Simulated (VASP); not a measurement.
# Sr (Fm-3m) in VASP: a series of runs

The runs below take Sr through single point, with r2SCAN.

Everything below comes from runs of VASP 6.6.1. Logs are shortened: lines on timing, memory, paths and dates and some standing lists are left out, and cuts for length are marked.

### Step 1. The cell of the first run

The structure is cubic, space group Fm-3m (No. 225). The conventional cell has a = 6.104 Å, b = 6.104 Å, c = 6.104 Å, α = 90.00°, β = 90.00°, γ = 90.00°. Within 5.7 Å of Sr (site symmetry m-3m) lie 12 Sr at 4.32 Å.

### Step 2. Single point, r2SCAN

The input, POSCAR:

```
Sr
1.0
    0.0000000000      3.0521104090      3.0521104090
    3.0521104090      0.0000000000      3.0521104090
    3.0521104090      3.0521104090      0.0000000000
Sr
1
Direct
    0.0000000000      0.0000000000      0.0000000000
```

The input, INCAR.step1:

```
SYSTEM = Sr
PREC = Accurate
ENCUT = 520
ISMEAR = 1
SIGMA = 0.3
LREAL = .FALSE.
LASPH = .TRUE.
NELM = 80
NBANDS = 11
GGA = PE
ALGO = Normal
EDIFF = 1E-4
LWAVE = .TRUE.
LCHARG = .FALSE.
```

The input, INCAR.step2:

```
SYSTEM = Sr
PREC = Accurate
ENCUT = 520
EDIFF = 1E-7
ISMEAR = 1
SIGMA = 0.3
LREAL = .FALSE.
LASPH = .TRUE.
NELM = 80
ALGO = Normal
ISIF = 2
LWAVE = .FALSE.
LCHARG = .TRUE.
METAGGA = R2SCAN
LMIXTAU = .TRUE.
LELF = .TRUE.
LVHAR = .TRUE.
NBANDS = 11
ISTART = 1
```

The input, KPOINTS:

```
Automatic mesh
0
G
  9 9 9
  0 0 0
```

Potentials or basis: VASP PAW PBE potentials, release 64 (Sr_sv).

Launch:

```
$ cat potpaw_PBE.64/Sr_sv/POTCAR > POTCAR
$ cp INCAR.step1 INCAR
$ mpirun -np 1 vasp_std > vasp.out
$ cp INCAR.step2 INCAR
$ mpirun -np 1 vasp_std > vasp.out
```

OUTCAR:

```text
SYSTEM = Sr
   PREC = Accurate
   ENCUT = 520
   EDIFF = 1E-7
   ISMEAR = 1
   LREAL = .FALSE.
   LASPH = .TRUE.
   NELM = 80
   ISIF = 2
   METAGGA = R2SCAN
   ISTART = 1

 ion  position               nearest neighbor table
   1  0.000  0.000  0.000-

  LATTYP: Found a face centered cubic cell.
 ALAT       =     6.1042208180

  Lattice vectors:

 A1 = (   0.0000000000,   3.0521104090,   3.0521104090)
 A2 = (   3.0521104090,   0.0000000000,   3.0521104090)
 A3 = (   3.0521104090,   3.0521104090,   0.0000000000)

Analysis of symmetry for initial positions (statically):
=====================================================================
 Subroutine PRICEL returns:
 Original cell was already a primitive cell.

 Routine SETGRP: Setting up the symmetry group for a
 face centered cubic supercell.

 Subroutine GETGRP returns: Found 48 space group operations
 (whereof 48 operations were pure point group operations)
 out of a pool of 48 trial point group operations.

The static configuration has the point symmetry O_h .

Analysis of symmetry for dynamics (positions and initial velocities):
=====================================================================
 Subroutine PRICEL returns:
 Original cell was already a primitive cell.

 Routine SETGRP: Setting up the symmetry group for a
 face centered cubic supercell.

 Subroutine GETGRP returns: Found 48 space group operations
 (whereof 48 operations were pure point group operations)
 out of a pool of 48 trial point group operations.

The dynamic configuration has the point symmetry O_h .

 Subroutine INISYM returns: Found 48 space group operations
 (whereof 48 operations are pure point group operations),
 and found     1 'primitive' translations

----------------------------------------------------------------------------------------

                                     Primitive cell

  volume of cell :      56.8631

  direct lattice vectors                    reciprocal lattice vectors
     0.000000000  3.052110409  3.052110409    -0.163821072  0.163821072  0.163821072
     3.052110409  0.000000000  3.052110409     0.163821072 -0.163821072  0.163821072
     3.052110409  3.052110409  0.000000000     0.163821072  0.163821072 -0.163821072

  length of vectors
     4.316335934  4.316335934  4.316335934     0.283746421  0.283746421  0.283746421

  position of ions in fractional coordinates (direct lattice)
     0.000000000  0.000000000  0.000000000

  ion indices of the primitive-cell ions
   primitive index   ion index
                 1           1

----------------------------------------------------------------------------------------

 KPOINTS: Automatic mesh

Automatic generation of k-mesh.
 Grid dimensions read from file:
 generate k-points for:    9    9    9

 Generating k-lattice:

  Cartesian coordinates                     Fractional coordinates (reciprocal lattice)
    -0.018202341  0.018202341  0.018202341     0.111111111  0.000000000  0.000000000
     0.018202341 -0.018202341  0.018202341     0.000000000  0.111111111  0.000000000
     0.018202341  0.018202341 -0.018202341     0.000000000  0.000000000  0.111111111

  Length of vectors
     0.031527380  0.031527380  0.031527380

  Shift w.r.t. Gamma in fractional coordinates (k-lattice)
     0.000000000  0.000000000  0.000000000

 Subroutine IBZKPT returns following result:
 ===========================================

 Found     35 irreducible k-points:

 Following reciprocal coordinates:
            Coordinates               Weight
  0.000000  0.000000  0.000000      1.000000
  0.111111  0.000000  0.000000      8.000000
  0.222222  0.000000  0.000000      8.000000
  0.333333  0.000000  0.000000      8.000000
  0.444444  0.000000  0.000000      8.000000
  0.111111  0.111111  0.000000      6.000000
[... 16 lines left out ...]
 -0.333333  0.333333  0.000000     12.000000
  0.444444  0.444444  0.000000      6.000000
 [... further k-points ...]
   k-points           NKPTS =     35   k-points in BZ     NKDIM =     35   number of bands    NBANDS=     11
   number of dos      NEDOS =    301   number of ions     NIONS =      1
   total plane-waves  NPLWV =  32768
   dimension x,y,z NGX =    32 NGY =   32 NGZ =   32
   dimension x,y,z NGXF=    64 NGYF=   64 NGZF=   64
   ions per type =               1
   NGX,Y,Z   is equivalent  to a cutoff of  12.32, 12.32, 12.32 a.u.
   NGXF,Y,Z  is equivalent  to a cutoff of  24.65, 24.65, 24.65 a.u.
 SYSTEM =  Sr
   PREC   = accura    normal or accurate (medium, high low for compatibility)
   ISTART =      1    job   : 0-new  1-cont  2-samecut
   ICHARG =      0    charge: 1-file 2-atom 10-const
   ISPIN  =      1    spin polarized calculation?
   LNONCOLLINEAR =      F non collinear calculations
   LSORBIT =      F    spin-orbit coupling
   LASPH  =      T    aspherical Exc in radial PAW
   ENCUT  =  520.0 eV  38.22 Ry    6.18 a.u.   8.03  8.03  8.03*2*pi/ulx,y,z
   NELM   =     80;   NELMIN=  2; NELMDL=  0     # of ELM steps
   EDIFF  = 0.1E-06   stopping-criterion for ELM
   LREAL  =      F    real-space projection
   EDIFFG = 0.1E-05   stopping-criterion for IOM
   NSW    =      0    number of steps for IOM
   IBRION =     -1    ionic relax: 0-MD 1-quasi-New 2-CG
   NFREE  =      0    steps in history (QN), initial steepest desc. (CG)
   ISIF   =      2    stress and relaxation
   ISYM   =      2    0-nonsym 1-usesym 2-fastsym
   POTIM  = 0.5000    time-step for ionic-motion
   TEBEG  =    0.0;   TEEND  =   0.0 temperature during run
   PSTRESS=    0.0 pullay stress
   NELECT =      10.0000    total number of electrons
   NUPDOWN=      -1.0000    fix difference up-down
   EMIN   =  10.00;   EMAX   =-10.00  energy-range for DOS
   EFERMI =   0.00;   METHOD = LEGACY
   ISMEAR =     1;   SIGMA  =   0.30  broadening in eV -4-tet -1-fermi 0-gaus
   EFERMI_NEDOS =   21; number of points for ismear=-14 and -15
   IALGO  =     38    algorithm
   IMIX   =      4    mixing-type and parameters
     AMIX     =   0.40;   BMIX     =  1.00
     AMIX_MAG =   1.60;   BMIX_MAG =  1.00
  volume/ion in A,a.u.               =      56.86       383.73
  Fermi-wavevector in a.u.,A,eV,Ry     =   0.917201  1.733259 11.446009  0.841258
  Thomas-Fermi vector in A             =   2.042143
   LORBIT       =      0    0 simple, 1 ext, 2 COOP (PROOUT), +10 PAW based schemes
   METAGGA = R2SCAN    functional components
   LHFCALC =     F    Hartree Fock is set to
   AEXX    =    0.0000 exact exchange contribution
   IVDW    =     0    specifies the selected vdW correction
   LEPSILON=     F    determine dielectric tensor
   LRPA    =     F    only Hartree local field effects (RPA)
 non-spin polarized calculation
 Methfessel and Paxton  Order N= 1 SIGMA  =   0.30
  energy-cutoff  :      520.00
  volume of cell :       56.86
 maximum number of plane-waves:      1550
   NGX = 17   NGY = 17   NGZ = 17

 number of electron      10.0000000 magnetization

 Free energy of the ion-electron system (eV)
  ---------------------------------------------------
  ext. energy  EPLUGINS =         0.00000000
  ---------------------------------------------------
  free energy    TOTEN  =       -15.09887898 eV

  energy without entropy =      -15.09394381  energy(sigma->0) =      -15.09723392

 E-fermi :   1.4868     XC(G=0):  -7.6863

 val. band max:        1.4780262440   @ k =  -0.4444   0.2222   0.0000
 cond. band min:       1.6079123621   @ k =   0.4444   0.0000   0.0000
 fundamental gap:      0.1298861182
 Fermi energy:         1.4868122990

 k-point     1 :       0.0000    0.0000    0.0000
  band No.  band energies     occupation
      1     -36.5999      2.00000
      2     -17.8632      2.00000
      3     -17.8632      2.00000
      4     -17.8632      2.00000
      5      -2.2918      2.00000
      6       4.1550     -0.00000
      7       4.1550     -0.00000
      8       4.1550     -0.00000
      9       5.6495     -0.00000
     10       5.6495     -0.00000
     11       8.9110      0.00000

 k-point     2 :       0.1111    0.0000    0.0000
  band No.  band energies     occupation
      1     -36.5984      2.00000
      2     -17.8850      2.00000
      3     -17.8661      2.00000
      4     -17.8661      2.00000
      5      -2.0900      2.00000
      6       3.8221     -0.00000
      7       4.2432     -0.00000
      8       4.2432     -0.00000
      9       5.5297     -0.00000
     10       5.5297     -0.00000
     11       9.4133      0.00000

 k-point     3 :       0.2222    0.0000    0.0000
  band No.  band energies     occupation
      1     -36.5945      2.00000
      2     -17.9395      2.00000
      3     -17.8734      2.00000
      4     -17.8734      2.00000
      5      -1.5155      2.00000
      6       3.1199     -0.00000
      7       4.3198     -0.00000
      8       4.3199     -0.00000
      9       5.5102     -0.00000
     10       5.5102     -0.00000
     11       8.8928      0.00000

 k-point     4 :       0.3333    0.0000    0.0000
  band No.  band energies     occupation
      1     -36.5902      2.00000
      2     -18.0004      2.00000
      3     -17.8817      2.00000
      4     -17.8817      2.00000
      5      -0.6683      2.00000
      6       2.3512     -0.00036
      7       4.1496     -0.00000
      8       4.1496     -0.00000
      9       5.9940     -0.00000
     10       5.9940     -0.00000
     11       8.0540      0.00000
[... 239 lines left out ...]
 k-point    22 :      -0.4444    0.3333    0.0000
  band No.  band energies     occupation
      1     -36.5833      2.00000
      2     -18.0116      2.00000
      3     -17.9549      2.00000
      4     -17.9164      2.00000
      5       1.1898      2.04811
      6       1.8715     -0.06997
      7       2.4960     -0.00002
      8       5.2007     -0.00000
      9       5.9071     -0.00000
     10       6.7001     -0.00000
     11       7.4136     -0.00000

 k-point    23 :      -0.3333    0.3333    0.0000
  band No.  band energies     occupation
      1     -36.5837      2.00000
      2     -17.9854      2.00000
      3     -17.9843      2.00000
      4     -17.9064      2.00000
      5       1.2967      1.86916
      6       1.9636     -0.04712
      7       2.2968     -0.00091
      8       4.8641     -0.00000
      9       5.9411     -0.00000
     10       6.1892     -0.00000
     11       8.3218      0.00000

 k-point    24 :       0.4444    0.4444    0.0000
  band No.  band energies     occupation
      1     -36.5832      2.00000
      2     -18.0292      2.00000
      3     -17.9270      2.00000
      4     -17.9270      2.00000
      5       0.7639      2.00343
      6       2.0508     -0.02311
      7       2.5454     -0.00001
      8       6.3867     -0.00000
      9       6.3867     -0.00000
     10       6.6540     -0.00000
     11       7.7276      0.00000

 [... further k-points ...]
[... 5 lines left out ...]
  --------------------------------------------------------------------------------------
  -------------------------------------------------------------------------------------
  Total       -0.0003468     -0.0003468     -0.0003468     -0.0000000     -0.0000000      0.0000000
  in kB       -0.0097715     -0.0097715     -0.0097715     -0.0000000     -0.0000000      0.0000000
  external PRESSURE =      -0.0097715 kB  Pullay stress =       0.0000000 kB

 VOLUME and BASIS-vectors are now :
 -----------------------------------------------------------------------------
  energy-cutoff  :      520.00
  volume of cell :       56.86
      direct lattice vectors                 reciprocal lattice vectors
     0.000000000  3.052110409  3.052110409    -0.163821072  0.163821072  0.163821072
     3.052110409  0.000000000  3.052110409     0.163821072 -0.163821072  0.163821072
     3.052110409  3.052110409  0.000000000     0.163821072  0.163821072 -0.163821072

 POSITION                                       TOTAL-FORCE (eV/Angst)
 -----------------------------------------------------------------------------------
      0.00000      0.00000      0.00000        -0.000000      0.000000     -0.000000
 -----------------------------------------------------------------------------------
    total drift:                                0.000000      0.000000      0.000000

  FREE ENERGIE OF THE ION-ELECTRON SYSTEM (eV)
  ---------------------------------------------------
  free  energy   TOTEN  =       -15.0988789759 eV

  energy  without entropy=      -15.0939438090  energy(sigma->0) =      -15.09723392
```

It took 54 s on 1 thread of AMD EPYC 9R45 (Zen 5), shared host; peak memory 0.16 GiB.

Results:

* Free energy: -15.0989 eV
* Pressure: 0.0 GPa
* Band gap on the k mesh: zero (band 5 reaches 1.46 eV, above the bottom of band 6 at 1.45 eV)

Levels at points of the mesh, in eV from the Fermi level:
| k point | band 3 | band 4 | band 5 | band 6 | band 7 | band 8 |
| --- | --- | --- | --- | --- | --- | --- |
| (0.00, 0.00, 0.00) | -19.35 | -19.35 | -3.78 | 2.67 | 2.67 | 2.67 |

Caveat: the PAW data sets were made with another functional, which shifts forces and pressure a little.

(Part 1 of 2 ends here.)
